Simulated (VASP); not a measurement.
# Ir (P6_3/mmc) in VASP: notebook

Ir is run at these levels: LDA, PBEsol-based screened hybrid with 25 % exact exchange, r2SCAN0; tasks: relaxation of cell and atoms, single point.

All numbers are computed with VASP 6.6.1; they aren't measurements. Logs are shortened: lines on timing, memory, paths and dates and some standing lists are left out, and cuts for length are marked.

## Step 1: The cell of the first run

The structure is hexagonal, space group P6_3/mmc (No. 194). The conventional cell has a = 2.751 Å, b = 2.751 Å, c = 4.462 Å, α = 90.00°, β = 90.00°, γ = 120.00°. Ir (site symmetry -6m2) has 12 Ir at 2.74 to 2.75 Å within 3.6 Å.

This isn't the form of Ir at room conditions, which is fcc.

## Step 2: Relaxation of cell and atoms, LDA

The input, INCAR:

```
SYSTEM = Ir
ALGO = Normal
EDIFF = 1E-7
EDIFFG = -0.01
ENCUT = 560
GGA = CA
GGA_COMPAT = .False.
IBRION = 2
ISIF = 3
ISMEAR = -1
LASPH = .True.
LCHARG = .False.
LREAL = .False.
LWAVE = .False.
NELM = 120
NELMIN = 4
NSW = 60
PREC = Accurate
SIGMA = 0.05
```

The input, KPOINTS:

```
k-points
0
Gamma
  11 11 6
  0 0 0
```

The input, POSCAR:

```
Ir
1.0
    2.7513778946      0.0000000000      0.0000000000
   -1.3756889473      2.3827631521      0.0000000000
    0.0000000000      0.0000000000      4.4622900000
Ir
2
Direct
    0.3333333333      0.6666666667      0.2500000000
    0.6666666667      0.3333333333      0.7500000000
```

Potentials or basis: VASP PAW LDA potentials, release 64 (Ir_sv_GW).

Command:

```bash
> cat potpaw_LDA.64/Ir_sv_GW/POTCAR > POTCAR
> mpirun -np 1 vasp_std > vasp.out
```

OUTCAR:

```text
SYSTEM = Ir
   EDIFF = 1E-7
   EDIFFG = -0.01
   ENCUT = 560
   GGA = CA
   IBRION = 2
   ISIF = 3
   ISMEAR = -1
   LASPH = .True.
   LREAL = .False.
   NELM = 120
   NELMIN = 4
   NSW = 60
   PREC = Accurate

 ion  position               nearest neighbor table
   1  0.333  0.667  0.250-   2 2.74   2 2.74   2 2.74   2 2.74   2 2.74   2 2.74
   2  0.667  0.333  0.750-   1 2.74   1 2.74   1 2.74   1 2.74   1 2.74   1 2.74

  LATTYP: Found a hexagonal cell.
 ALAT       =     2.7513778946
 C/A-ratio  =     1.6218382828

  Lattice vectors:

 A1 = (   2.7513778946,   0.0000000000,   0.0000000000)
 A2 = (  -1.3756889473,   2.3827631521,   0.0000000000)
 A3 = (   0.0000000000,   0.0000000000,   4.4622900000)

Analysis of symmetry for initial positions (statically):
=====================================================================
 Subroutine PRICEL returns:
 Original cell was already a primitive cell.

 Routine SETGRP: Setting up the symmetry group for a
 hexagonal supercell.

 Subroutine GETGRP returns: Found 24 space group operations
 (whereof 12 operations were pure point group operations)
 out of a pool of 24 trial point group operations.

The static configuration has the point symmetry D_3d.
 The point group associated with its full space group is D_6h.

Analysis of symmetry for dynamics (positions and initial velocities):
=====================================================================
 Subroutine PRICEL returns:
 Original cell was already a primitive cell.

 Routine SETGRP: Setting up the symmetry group for a
 hexagonal supercell.

 Subroutine GETGRP returns: Found 24 space group operations
 (whereof 12 operations were pure point group operations)
 out of a pool of 24 trial point group operations.

The dynamic configuration has the point symmetry D_3d.
 The point group associated with its full space group is D_6h.

 Subroutine INISYM returns: Found 24 space group operations
 (whereof 12 operations are pure point group operations),
 and found     1 'primitive' translations

----------------------------------------------------------------------------------------

                                     Primitive cell

  volume of cell :      29.2542

  direct lattice vectors                    reciprocal lattice vectors
     2.751377895  0.000000000  0.000000000     0.363454254  0.209840411  0.000000000
    -1.375688947  2.382763152  0.000000000     0.000000000  0.419680823  0.000000000
     0.000000000  0.000000000  4.462290000     0.000000000  0.000000000  0.224100182

  length of vectors
     2.751377895  2.751377895  4.462290000     0.419680823  0.419680823  0.224100182

  position of ions in fractional coordinates (direct lattice)
     0.333333333  0.666666667  0.250000000
     0.666666667  0.333333333  0.750000000

  ion indices of the primitive-cell ions
   primitive index   ion index
                 1           1
                 2           2

----------------------------------------------------------------------------------------

 KPOINTS: k-points

Automatic generation of k-mesh.
 Grid dimensions read from file:
 generate k-points for:   11   11    6

 Generating k-lattice:

  Cartesian coordinates                     Fractional coordinates (reciprocal lattice)
     0.033041296  0.019076401  0.000000000     0.090909091 -0.000000000  0.000000000
     0.000000000  0.038152802  0.000000000     0.000000000  0.090909091  0.000000000
     0.000000000  0.000000000  0.037350030     0.000000000  0.000000000  0.166666667

  Length of vectors
     0.038152802  0.038152802  0.037350030

  Shift w.r.t. Gamma in fractional coordinates (k-lattice)
     0.000000000  0.000000000  0.000000000

 Subroutine IBZKPT returns following result:
 ===========================================

 Found     64 irreducible k-points:

 Following reciprocal coordinates:
            Coordinates               Weight
  0.000000  0.000000  0.000000      1.000000
  0.090909 -0.000000  0.000000      6.000000
  0.181818 -0.000000  0.000000      6.000000
  0.272727 -0.000000  0.000000      6.000000
  0.363636 -0.000000  0.000000      6.000000
  0.454545 -0.000000  0.000000      6.000000
[... 16 lines left out ...]
  0.090909  0.090909  0.166667     12.000000
  0.181818  0.090909  0.166667     24.000000
 [... further k-points ...]
   k-points           NKPTS =     64   k-points in BZ     NKDIM =     64   number of bands    NBANDS=     21
   number of dos      NEDOS =    301   number of ions     NIONS =      2
   total plane-waves  NPLWV =  20736
   dimension x,y,z NGX =    24 NGY =   24 NGZ =   36
   dimension x,y,z NGXF=    48 NGYF=   48 NGZF=   72
   ions per type =               2
   NGX,Y,Z   is equivalent  to a cutoff of  14.50, 14.50, 13.41 a.u.
   NGXF,Y,Z  is equivalent  to a cutoff of  29.00, 29.00, 26.82 a.u.
 SYSTEM =  Ir
   PREC   = accura    normal or accurate (medium, high low for compatibility)
   ISTART =      0    job   : 0-new  1-cont  2-samecut
   ICHARG =      2    charge: 1-file 2-atom 10-const
   ISPIN  =      1    spin polarized calculation?
   LNONCOLLINEAR =      F non collinear calculations
   LSORBIT =      F    spin-orbit coupling
   LASPH  =      T    aspherical Exc in radial PAW
   ENCUT  =  560.0 eV  41.16 Ry    6.42 a.u.   5.31  5.31  8.61*2*pi/ulx,y,z
   NELM   =    120;   NELMIN=  4; NELMDL= -5     # of ELM steps
   EDIFF  = 0.1E-06   stopping-criterion for ELM
   LREAL  =      F    real-space projection
   EDIFFG = -.1E-01   stopping-criterion for IOM
   NSW    =     60    number of steps for IOM
   IBRION =      2    ionic relax: 0-MD 1-quasi-New 2-CG
   NFREE  =      1    steps in history (QN), initial steepest desc. (CG)
   ISIF   =      3    stress and relaxation
   ISYM   =      2    0-nonsym 1-usesym 2-fastsym
   POTIM  = 0.5000    time-step for ionic-motion
   TEBEG  =    0.0;   TEEND  =   0.0 temperature during run
   PSTRESS=    0.0 pullay stress
   NELECT =      34.0000    total number of electrons
   NUPDOWN=      -1.0000    fix difference up-down
   EMIN   =  10.00;   EMAX   =-10.00  energy-range for DOS
   EFERMI =   0.00;   METHOD = LEGACY
   ISMEAR =    -1;   SIGMA  =   0.05  broadening in eV -4-tet -1-fermi 0-gaus
   EFERMI_NEDOS =   21; number of points for ismear=-14 and -15
   IALGO  =     38    algorithm
   IMIX   =      4    mixing-type and parameters
     AMIX     =   0.40;   BMIX     =  1.00
     AMIX_MAG =   1.60;   BMIX_MAG =  1.00
  volume/ion in A,a.u.               =      14.63        98.71
  Fermi-wavevector in a.u.,A,eV,Ry     =   1.721227  3.252648 40.308928  2.962623
  Thomas-Fermi vector in A             =   2.797519
   LORBIT       =      0    0 simple, 1 ext, 2 COOP (PROOUT), +10 PAW based schemes
   GGA     = CA    functional components
   LHFCALC =     F    Hartree Fock is set to
   AEXX    =    0.0000 exact exchange contribution
   IVDW    =     0    specifies the selected vdW correction
   LEPSILON=     F    determine dielectric tensor
   LRPA    =     F    only Hartree local field effects (RPA)
 conjugate gradient relaxation of ions
 non-spin polarized calculation
  energy-cutoff  :      560.00
  volume of cell :       29.25
 maximum number of plane-waves:       899
 NGX is ok and might be reduce to    24
   NGX = 11   NGY = 11   NGZ = 17

--------------------------------------- Ionic step        1  -------------------------------------------

 number of electron      34.0000000 magnetization

 Free energy of the ion-electron system (eV)
  ---------------------------------------------------
  ext. energy  EPLUGINS =         0.00000000
  ---------------------------------------------------
  free energy    TOTEN  =       -21.56479435 eV

  energy without entropy =      -21.53911868  energy(sigma->0) =      -21.55195651

------------------------ aborting loop because EDIFF is reached ----------------------------------------

  FORCE on cell =-STRESS in cart. coord.  units (eV):
  Direction    XX          YY          ZZ          XY          YZ          ZX
  --------------------------------------------------------------------------------------
  -------------------------------------------------------------------------------------
  Total       -3.3020503     -3.3020503     -3.4164401      0.0000000     -0.0000000      0.0000000
  in kB     -180.8445189   -180.8445189   -187.1093444      0.0000000     -0.0000000      0.0000000
  external PRESSURE =    -182.9327941 kB  Pullay stress =       0.0000000 kB
[... 129 lines left out ...]
  energy  without entropy=      -21.6271562538  energy(sigma->0) =      -21.63902450

--------------------------------------- Ionic step        5  -------------------------------------------

 number of electron      34.0000000 magnetization

 Free energy of the ion-electron system (eV)
  ---------------------------------------------------
  ext. energy  EPLUGINS =         0.00000000
  ---------------------------------------------------
  free energy    TOTEN  =       -21.65094758 eV

  energy without entropy =      -21.62725540  energy(sigma->0) =      -21.63910149

 E-fermi :  13.0979     XC(G=0): -14.8924

 val. band max:       13.0876923424   @ k =   0.3636   0.1818   0.1667
 cond. band min:      13.0993208845   @ k =   0.2727   0.0909   0.3333
 fundamental gap:      0.0116285421
 Fermi energy:        13.0978899246

 k-point     1 :       0.0000    0.0000    0.0000
  band No.  band energies     occupation
      1     -79.5898      2.00000
      2     -79.5141      2.00000
      3     -37.1051      2.00000
      4     -36.3517      2.00000
      5     -36.3517      2.00000
      6     -36.2401      2.00000
[... 550 lines left out ...]
      5     -36.5737      2.00000
      6     -36.4348      2.00000
[... 13 lines left out ...]
     20      17.1215      0.00000
     21      22.1471      0.00000

 [... further k-points ...]
[... 5 lines left out ...]
  --------------------------------------------------------------------------------------
  -------------------------------------------------------------------------------------
  Total       -0.0030586     -0.0030586      0.0042857      0.0000000      0.0000000      0.0000000
  in kB       -0.1761606     -0.1761606      0.2468366      0.0000000      0.0000000      0.0000000
  external PRESSURE =      -0.0351615 kB  Pullay stress =       0.0000000 kB
[... 17 lines left out ...]
  FREE ENERGIE OF THE ION-ELECTRON SYSTEM (eV)
  ---------------------------------------------------
  free  energy   TOTEN  =       -21.6509475814 eV

  energy  without entropy=      -21.6272554050  energy(sigma->0) =      -21.63910149

 reached required accuracy - stopping structural energy minimisation
```

Wall time 75 s (1 thread of AMD EPYC 9R45 (Zen 5), shared host); peak memory 0.14 GiB.

What came out:

```yaml
Free_energy: -21.6509 eV
Relaxed_volume: 13.91 Å³/atom
Relaxed_cell: a = 2.706 Å, b = 2.706 Å, c = 4.386 Å, α = 90.00°, β = 90.00°, γ = 120.00°
Space_group_after_relaxing_to_0.1_Å: P6_3/mmc (No. 194)
Pressure_after_relaxing: 0.0 GPa
Band_gap_on_the_k_mesh: zero (bands 17 and 18 overlap by 3.35 eV)
```

Final structure:
```
Ir
1.0
     2.70612    0.00000    0.00000
    -1.35306    2.34357    0.00000
     0.00000    0.00000    4.38634
Ir
2
Direct
  0.33333 0.66667 0.25000
  0.66667 0.33333 0.75000
```

Caveat: spin-orbit coupling is left out, which moves the levels of the heavy elements.

## Step 3: Single point, PBEsol-based screened hybrid with 25 % exact exchange

POSCAR is that of step 2.

The input, INCAR.step1:

```
SYSTEM = Ir
PREC = Accurate
ENCUT = 520
EDIFF = 1E-5
ISMEAR = -1
SIGMA = 0.05
LREAL = .False.
LASPH = .True.
NELM = 80
ALGO = Normal
ISIF = 2
LWAVE = .True.
LCHARG = .False.
GGA = PE
NBANDS = 16
```

The input, INCAR.step2:

```
SYSTEM = Ir
PREC = Accurate
ENCUT = 520
EDIFF = 1E-6
ISMEAR = -1
SIGMA = 0.05
LREAL = .False.
LASPH = .True.
NELM = 80
ALGO = Normal
ISIF = 2
LWAVE = .False.
LCHARG = .False.
GGA = PS
LHFCALC = .True.
AEXX = 0.25
HFSCREEN = 0.207
PRECFOCK = Normal
ISTART = 1
NBANDS = 16
```

The input, KPOINTS:

```
regular mesh
0
Gamma
  6 6 3
  0 0 0
```

Potentials or basis: VASP PAW PBE potentials, release 64 (Ir).

Command:

```bash
> cat potpaw_PBE.64/Ir/POTCAR > POTCAR
> cp INCAR.step1 INCAR
> mpirun -np 1 vasp_std > vasp.out
> cp INCAR.step2 INCAR
> mpirun -np 1 vasp_std > vasp.out
```

Run time: 8.5 min. Hardware: 1 thread of Intel Xeon 6975P-C (Granite Rapids), shared host; peak memory 0.25 GiB.

It converged, with:

```yaml
Free_energy: -21.3508 eV
Pressure: -18.8 GPa
Band_gap_on_the_k_mesh: zero (bands 9 and 10 overlap by 3.80 eV)
```

Stress tensor (GPa, compression positive):
```
-13.88   0.00   0.00
  0.00 -13.88   0.00
  0.00   0.00 -28.55
```

Levels at points of the mesh, in eV from the Fermi level:
```tsv
k point	band 7	band 8	band 9	band 10	band 11	band 12	band 13	band 14
(0.00, 0.00, 0.00)	-3.44	-2.63	-2.63	-0.73	0.67	0.67	7.99	15.66
(0.50, 0.00, 0.00)	-3.18	0.97	1.29	1.41	3.45	5.09	9.28	11.23
```

Caveat: the k points lie up to 0.47 Å⁻¹ apart, too coarse for converged energies and pressures of a metal; the PAW data sets were made with another functional, which shifts forces and pressure a little; spin-orbit coupling is left out, which moves the levels of the heavy elements.

## Step 4: Single point, r2SCAN0

POSCAR is that of step 3.

The input, INCAR.step1:

```
PREC = Accurate
ENCUT = 520
EDIFF = 1E-5
ISMEAR = -1
SIGMA = 0.05
LREAL = F
LASPH = T
NELM = 60
ALGO = Normal
ISIF = 2
LWAVE = T
GGA = PE
NBANDS = 16
```

The input, INCAR.step2:

```
PREC = Accurate
ENCUT = 520
EDIFF = 1E-6
ISMEAR = -1
SIGMA = 0.05
LREAL = F
LASPH = T
NELM = 60
ALGO = Normal
ISIF = 2
LWAVE = F
LCHARG = T
METAGGA = R2SCAN
LHFCALC = T
AEXX = 0.25
LMIXTAU = T
PRECFOCK = Normal
LELF = T
LVHAR = T
ISTART = 1
NBANDS = 16
```

The input, KPOINTS:

```
regular mesh
0
Gamma
  6 6 3
```

Command:

```bash
> cat potpaw_PBE.64/Ir/POTCAR > POTCAR
> cp INCAR.step1 INCAR
> mpirun -np 1 vasp_std > vasp.out
> cp INCAR.step2 INCAR
> mpirun -np 1 vasp_std > vasp.out
```

Run time: 10 min. Hardware: 1 thread of Intel Xeon 6975P-C (Granite Rapids), shared host; peak memory 0.18 GiB.

Results (log left out):

```
Free energy            : -87.8229 eV
Pressure               : -16.5 GPa
Band gap on the k mesh : zero (bands 9 and 10 overlap by 4.64 eV)
```

Stress tensor (GPa, compression positive):
```
-11.41   0.00   0.00
  0.00 -11.41   0.00
  0.00   0.00 -26.54
```

Levels at points of the mesh, in eV from the Fermi level:
```
           k point  band 7  band 8  band 9  band 10  band 11  band 12  band 13  band 14
(0.00, 0.00, 0.00)   -4.11   -3.27   -3.27    -1.22     0.87     0.87     8.49    16.49
(0.50, 0.00, 0.00)   -3.83    1.13    1.49     1.56     3.72     5.42     9.82    11.78
```

Caveat: the k points lie up to 0.47 Å⁻¹ apart, too coarse for converged energies and pressures of a metal; the PAW data sets were made with another functional, which shifts forces and pressure a little; spin-orbit coupling is left out, which moves the levels of the heavy elements.

## Step 5: Overview

```csv
task,level,potentials or basis,cell,k mesh,cutoff (eV),grid for exact exchange (PRECFOCK),share of exact exchange,screening parameter,gap on the mesh (eV),pressure (GPa)
relaxation of cell and atoms,LDA,"VASP PAW LDA potentials, release 64 (Ir_sv_GW)",relaxed,11 × 11 × 6,560,-,-,-,none,0.0
single point,PBEsol-based screened hybrid with 25 % exact exchange,"VASP PAW PBE potentials, release 64 (Ir)",as given,6 × 6 × 3,520,Normal,0.25,0.207 1/Å,none,-18.8
single point,r2SCAN0,"VASP PAW PBE potentials, release 64 (Ir)",as given,6 × 6 × 3,520,Normal,0.25,-,none,-16.5
```

Alike in all rows: no spin polarisation; smearing fermi-dirac 0.05 eV.

Caveats: some runs use coarse meshes; spin-orbit coupling is left out, which moves the levels of the heavy elements; the PAW data sets were made with another functional, which shifts forces and pressure a little (at least some runs).

Total energies depend on the potentials used, so only differences within one code and one set of settings carry meaning.

The gap in the log of VASP goes by the Fermi energy; the results here count the filled bands.